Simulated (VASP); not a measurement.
# Ge2Bi2S (Cmc2_1) in VASP: single point with PBE

Aim: the single point of Ge2Bi2S with PBE.

Everything below comes from runs of VASP 6.6.1. Logs are shortened: lines on timing, memory, paths and dates and some standing lists are left out, and cuts for length are marked.

### Step 1. The cell of the first run

It takes space group Cmc2_1 (No. 36, orthorhombic). Conventional cell: a = 12.102 Å, b = 7.374 Å, c = 7.092 Å, α = 90.00°, β = 90.00°, γ = 90.00°. Within 3.0 Å of Ge (site symmetry 1) lie 1 S at 2.31 Å and 3 Bi at 2.80 to 2.85 Å. Bi (site symmetry 1) has 6 Ge at 2.80 to 4.49 Å and 5 Bi at 3.33 to 4.58 Å and 5 S at 3.84 to 4.39 Å within 4.6 Å. Within 3.0 Å of S (site symmetry m) lie 2 Ge at 2.31 Å.

### Step 2. Single point, PBE

File INCAR:

```
SYSTEM = Ge2Bi2S
ALGO = Fast
EDIFF = 1E-7
ENCUT = 520
GGA = PE
ISIF = 2
ISMEAR = 0
LASPH = .TRUE.
LCHARG = .FALSE.
LREAL = .FALSE.
LWAVE = .FALSE.
NBANDS = 75
NELM = 80
PREC = Accurate
SIGMA = 0.1
```

File KPOINTS:

```
k-points
0
G
  6 6 6
  0 0 0
```

File POSCAR:

```
Ge2Bi2S
1.0
    6.0508016072     -3.6869846919      0.0000000000
    6.0508016072      3.6869846919      0.0000000000
    0.0000000000      0.0000000000      7.0919977547
Ge Bi S
4 4 2
Direct
    0.0046263822      0.2991502644      0.7821512810
    0.7008497356      0.9953736178      0.7821512810
    0.9953736178      0.7008497356      0.2821512810
    0.2991502644      0.0046263822      0.2821512810
    0.3545979204      0.9204676699      0.6721514643
    0.0795323301      0.6454020796      0.6721514643
    0.6454020796      0.0795323301      0.1721514643
    0.9204676699      0.3545979204      0.1721514643
    0.7091814405      0.2908185595      0.6544945093
    0.2908185595      0.7091814405      0.1544945093
```

Potentials or basis: VASP PAW PBE potentials, release 64 (Ge_d, Bi_d, S).

Run with:

```console
> cat potpaw_PBE.64/Ge_d/POTCAR potpaw_PBE.64/Bi_d/POTCAR potpaw_PBE.64/S/POTCAR > POTCAR
> mpirun -np 1 vasp_std > vasp.out
```

OUTCAR:

```text
SYSTEM = Ge2Bi2S
   EDIFF = 1E-7
   ENCUT = 520
   GGA = PE
   ISIF = 2
   ISMEAR = 0
   LASPH = .TRUE.
   LREAL = .FALSE.
   NELM = 80
   PREC = Accurate

 ion  position               nearest neighbor table
   1  0.005  0.299  0.782-   9 2.31   5 2.80   8 2.82   6 2.85
   2  0.701  0.995  0.782-   9 2.31   6 2.80   7 2.82   5 2.85
   3  0.995  0.701  0.282-  10 2.31   7 2.80   6 2.82   8 2.85
   4  0.299  0.005  0.282-  10 2.31   8 2.80   5 2.82   7 2.85
   5  0.355  0.920  0.672-   1 2.80   4 2.82   2 2.85   6 3.33
   6  0.080  0.645  0.672-   2 2.80   3 2.82   1 2.85   5 3.33
   7  0.645  0.080  0.172-   3 2.80   2 2.82   4 2.85   8 3.33
   8  0.920  0.355  0.172-   4 2.80   1 2.82   3 2.85   7 3.33
   9  0.709  0.291  0.654-   1 2.31   2 2.31
  10  0.291  0.709  0.154-   3 2.31   4 2.31

  LATTYP: Found a base centered orthorhombic cell.
 ALAT       =     7.3739693838
 B/A-ratio  =     1.6411246894
 C/A-ratio  =     0.9617612151

  Lattice vectors:

 A1 = (  -6.0508016072,  -3.6869846919,   0.0000000000)
 A2 = (   6.0508016072,  -3.6869846919,   0.0000000000)
 A3 = (   0.0000000000,   0.0000000000,   7.0919977547)

Analysis of symmetry for initial positions (statically):
=====================================================================
 Subroutine PRICEL returns:
 Original cell was already a primitive cell.

 Routine SETGRP: Setting up the symmetry group for a
 base centered orthorhombic supercell.

 Subroutine GETGRP returns: Found  4 space group operations
 (whereof  2 operations were pure point group operations)
 out of a pool of  8 trial point group operations.

The static configuration has the point symmetry C_1h.
 The point group associated with its full space group is C_2v.

Analysis of symmetry for dynamics (positions and initial velocities):
=====================================================================
 Subroutine PRICEL returns:
 Original cell was already a primitive cell.

 Routine SETGRP: Setting up the symmetry group for a
 base centered orthorhombic supercell.

 Subroutine GETGRP returns: Found  4 space group operations
 (whereof  2 operations were pure point group operations)
 out of a pool of  8 trial point group operations.

The dynamic configuration has the point symmetry C_1h.
 The point group associated with its full space group is C_2v.

 Subroutine INISYM returns: Found  4 space group operations
 (whereof  2 operations are pure point group operations),
 and found     1 'primitive' translations

----------------------------------------------------------------------------------------

                                     Primitive cell

  volume of cell :     316.4338

  direct lattice vectors                    reciprocal lattice vectors
     6.050801607 -3.686984692  0.000000000     0.082633679 -0.135612171  0.000000000
     6.050801607  3.686984692  0.000000000     0.082633679  0.135612171  0.000000000
     0.000000000  0.000000000  7.091997755     0.000000000  0.000000000  0.141003993

  length of vectors
     7.085623205  7.085623205  7.091997755     0.158804868  0.158804868  0.141003993

  position of ions in fractional coordinates (direct lattice)
     0.004626382  0.299150264  0.782151281
     0.700849736  0.995373618  0.782151281
     0.995373618  0.700849736  0.282151281
     0.299150264  0.004626382  0.282151281
     0.354597920  0.920467670  0.672151464
     0.079532330  0.645402080  0.672151464
     0.645402080  0.079532330  0.172151464
     0.920467670  0.354597920  0.172151464
     0.709181440  0.290818560  0.654494509
     0.290818560  0.709181440  0.154494509

  ion indices of the primitive-cell ions
   primitive index   ion index
                 1           1
                 2           2
                 3           3
                 4           4
                 5           5
                 6           6
                 7           7
                 8           8
                 9           9
                10          10

----------------------------------------------------------------------------------------

 KPOINTS: k-points

Automatic generation of k-mesh.
 Grid dimensions read from file:
 generate k-points for:    6    6    6

 Generating k-lattice:

  Cartesian coordinates                     Fractional coordinates (reciprocal lattice)
     0.013772280 -0.022602029  0.000000000     0.166666667 -0.000000000  0.000000000
     0.013772280  0.022602029  0.000000000    -0.000000000  0.166666667  0.000000000
     0.000000000  0.000000000  0.023500665     0.000000000  0.000000000  0.166666667

  Length of vectors
     0.026467478  0.026467478  0.023500665

  Shift w.r.t. Gamma in fractional coordinates (k-lattice)
     0.000000000  0.000000000  0.000000000

 Subroutine IBZKPT returns following result:
 ===========================================

 Found     52 irreducible k-points:

 Following reciprocal coordinates:
            Coordinates               Weight
  0.000000  0.000000  0.000000      1.000000
  0.166667  0.000000  0.000000      4.000000
  0.333333  0.000000  0.000000      4.000000
  0.500000  0.000000  0.000000      2.000000
  0.166667  0.166667  0.000000      2.000000
  0.333333  0.166667  0.000000      4.000000
[... 16 lines left out ...]
  0.333333  0.333333  0.166667      4.000000
  0.500000  0.333333  0.166667      8.000000
 [... further k-points ...]
   k-points           NKPTS =     52   k-points in BZ     NKDIM =     52   number of bands    NBANDS=     75
   number of dos      NEDOS =    301   number of ions     NIONS =     10
   total plane-waves  NPLWV = 157464
   dimension x,y,z NGX =    54 NGY =   54 NGZ =   54
   dimension x,y,z NGXF=   108 NGYF=  108 NGZF=  108
   ions per type =               4   4   2
   NGX,Y,Z   is equivalent  to a cutoff of  12.67, 12.67, 12.66 a.u.
   NGXF,Y,Z  is equivalent  to a cutoff of  25.34, 25.34, 25.32 a.u.
 SYSTEM =  Ge2Bi2S
   PREC   = accura    normal or accurate (medium, high low for compatibility)
   ISTART =      0    job   : 0-new  1-cont  2-samecut
   ICHARG =      2    charge: 1-file 2-atom 10-const
   ISPIN  =      1    spin polarized calculation?
   LNONCOLLINEAR =      F non collinear calculations
   LSORBIT =      F    spin-orbit coupling
   LASPH  =      T    aspherical Exc in radial PAW
   ENCUT  =  520.0 eV  38.22 Ry    6.18 a.u.  13.17 13.17 13.19*2*pi/ulx,y,z
   NELM   =     80;   NELMIN=  2; NELMDL= -5     # of ELM steps
   EDIFF  = 0.1E-06   stopping-criterion for ELM
   LREAL  =      F    real-space projection
   EDIFFG = 0.1E-05   stopping-criterion for IOM
   NSW    =      0    number of steps for IOM
   IBRION =     -1    ionic relax: 0-MD 1-quasi-New 2-CG
   NFREE  =      0    steps in history (QN), initial steepest desc. (CG)
   ISIF   =      2    stress and relaxation
   ISYM   =      2    0-nonsym 1-usesym 2-fastsym
   POTIM  = 0.5000    time-step for ionic-motion
   TEBEG  =    0.0;   TEEND  =   0.0 temperature during run
   PSTRESS=    0.0 pullay stress
   NELECT =     128.0000    total number of electrons
   NUPDOWN=      -1.0000    fix difference up-down
   EMIN   =  10.00;   EMAX   =-10.00  energy-range for DOS
   EFERMI =   0.00;   METHOD = LEGACY
   ISMEAR =     0;   SIGMA  =   0.10  broadening in eV -4-tet -1-fermi 0-gaus
   EFERMI_NEDOS =   21; number of points for ismear=-14 and -15
   IALGO  =     68    algorithm
   IMIX   =      4    mixing-type and parameters
     AMIX     =   0.40;   BMIX     =  1.00
     AMIX_MAG =   1.60;   BMIX_MAG =  1.00
  volume/ion in A,a.u.               =      31.64       213.54
  Fermi-wavevector in a.u.,A,eV,Ry     =   1.210739  2.287965 19.944631  1.465889
  Thomas-Fermi vector in A             =   2.346276
   LORBIT       =      0    0 simple, 1 ext, 2 COOP (PROOUT), +10 PAW based schemes
   GGA     = PE    functional components
   LHFCALC =     F    Hartree Fock is set to
   AEXX    =    0.0000 exact exchange contribution
   IVDW    =     0    specifies the selected vdW correction
   LEPSILON=     F    determine dielectric tensor
   LRPA    =     F    only Hartree local field effects (RPA)
 non-spin polarized calculation
 RMM-DIIS sequential band-by-band and
 Gauss-broadening in eV      SIGMA  =   0.10
  energy-cutoff  :      520.00
  volume of cell :      316.43
 maximum number of plane-waves:      8548
 NGX is ok and might be reduce to    54
   NGX = 27   NGY = 27   NGZ = 27

 number of electron     127.9999971 magnetization

 Free energy of the ion-electron system (eV)
  ---------------------------------------------------
  ext. energy  EPLUGINS =         0.00000000
  ---------------------------------------------------
  free energy    TOTEN  =       -41.69465813 eV

  energy without entropy =      -41.68992908  energy(sigma->0) =      -41.69229360

 E-fermi :   4.3375     XC(G=0):  -8.8477

 val. band max:        4.3093893871   @ k =   0.5000   0.5000   0.1667
 cond. band min:       4.3485131401   @ k =   0.5000   0.5000   0.0000
 fundamental gap:      0.0391237530
 Fermi energy:         4.3374733643

 k-point     1 :       0.0000    0.0000    0.0000
  band No.  band energies     occupation
      1     -20.5166      2.00000
      2     -20.5150      2.00000
      3     -20.5054      2.00000
      4     -20.5052      2.00000
      5     -20.4934      2.00000
      6     -20.4913      2.00000
[... 67 lines left out ...]
     74       7.7223      0.00000
     75       8.5856      0.00000

 k-point     2 :       0.1667    0.0000    0.0000
  band No.  band energies     occupation
      1     -20.5166      2.00000
      2     -20.5153      2.00000
      3     -20.5053      2.00000
      4     -20.5050      2.00000
      5     -20.4931      2.00000
      6     -20.4912      2.00000
[... 67 lines left out ...]
     74       7.7190      0.00000
     75       8.5235      0.00000

 k-point     3 :       0.3333    0.0000    0.0000
  band No.  band energies     occupation
      1     -20.5167      2.00000
      2     -20.5158      2.00000
      3     -20.5051      2.00000
      4     -20.5046      2.00000
      5     -20.4923      2.00000
      6     -20.4911      2.00000
[... 1627 lines left out ...]
     74       7.7820      0.00000
     75       7.9882      0.00000

 k-point    24 :       0.5000    0.3333    0.1667
  band No.  band energies     occupation
      1     -20.5169      2.00000
      2     -20.5166      2.00000
      3     -20.5048      2.00000
      4     -20.5037      2.00000
      5     -20.4914      2.00000
      6     -20.4902      2.00000
[... 67 lines left out ...]
     74       7.9658      0.00000
     75       8.3667      0.00000

 [... further k-points ...]
[... 5 lines left out ...]
  --------------------------------------------------------------------------------------
  -------------------------------------------------------------------------------------
  Total       -0.1798419     -0.0390338     -0.0618738      0.0000000      0.0000000      0.0000000
  in kB       -0.9105813     -0.1976373     -0.3132814      0.0000000      0.0000000      0.0000000
  external PRESSURE =      -0.4738333 kB  Pullay stress =       0.0000000 kB

 VOLUME and BASIS-vectors are now :
 -----------------------------------------------------------------------------
  energy-cutoff  :      520.00
  volume of cell :      316.43
      direct lattice vectors                 reciprocal lattice vectors
     6.050801607 -3.686984692  0.000000000     0.082633679 -0.135612171  0.000000000
     6.050801607  3.686984692  0.000000000     0.082633679  0.135612171  0.000000000
     0.000000000  0.000000000  7.091997755     0.000000000  0.000000000  0.141003993

 POSITION                                       TOTAL-FORCE (eV/Angst)
 -----------------------------------------------------------------------------------
      1.83809      1.08591      5.54702        -0.012946      0.009440     -0.007988
     10.26351      1.08591      5.54702         0.012946      0.009440     -0.007988
     10.26351     -1.08591      2.00102         0.012946     -0.009440     -0.007988
      1.83809     -1.08591      2.00102        -0.012946     -0.009440     -0.007988
      7.71517      2.08635      4.76690        -0.005641     -0.003485     -0.000134
      4.38643      2.08635      4.76690         0.005641     -0.003485     -0.000134
      4.38643     -2.08635      1.22090         0.005641      0.003485     -0.000134
      7.71517     -2.08635      1.22090        -0.005641      0.003485     -0.000134
      6.05080     -1.54250      4.64167        -0.000000     -0.010664      0.016244
      6.05080      1.54250      1.09567        -0.000000      0.010664      0.016244
 -----------------------------------------------------------------------------------
    total drift:                                0.000000     -0.000000     -0.000058

  FREE ENERGIE OF THE ION-ELECTRON SYSTEM (eV)
  ---------------------------------------------------
  free  energy   TOTEN  =       -41.6946581256 eV

  energy  without entropy=      -41.6899290766  energy(sigma->0) =      -41.69229360
```

Wall time 61 min (1 thread of Oxide Virtual Turin-like, shared host); peak memory 0.99 GiB.

What came out:

```
Free energy            : -41.6947 eV
Pressure               : 0.0 GPa
Largest force          : 0.019 eV/Å
Band gap on the k mesh : zero (bands 64 and 65 overlap by 0.32 eV)
```

Forces in eV/Å, atoms in the order of the input:
```
Ge  -0.013  0.009 -0.008
Ge   0.013  0.009 -0.008
Ge   0.013 -0.009 -0.008
Ge  -0.013 -0.009 -0.008
Bi  -0.006 -0.003  0.000
Bi   0.006 -0.003  0.000
Bi   0.006  0.003  0.000
Bi  -0.006  0.003  0.000
S    0.000 -0.011  0.016
S    0.000  0.011  0.016
```

Caveat: spin-orbit coupling is left out, which moves the levels of the heavy elements.

The gap in the log of VASP goes by the Fermi energy; the results here count the filled bands.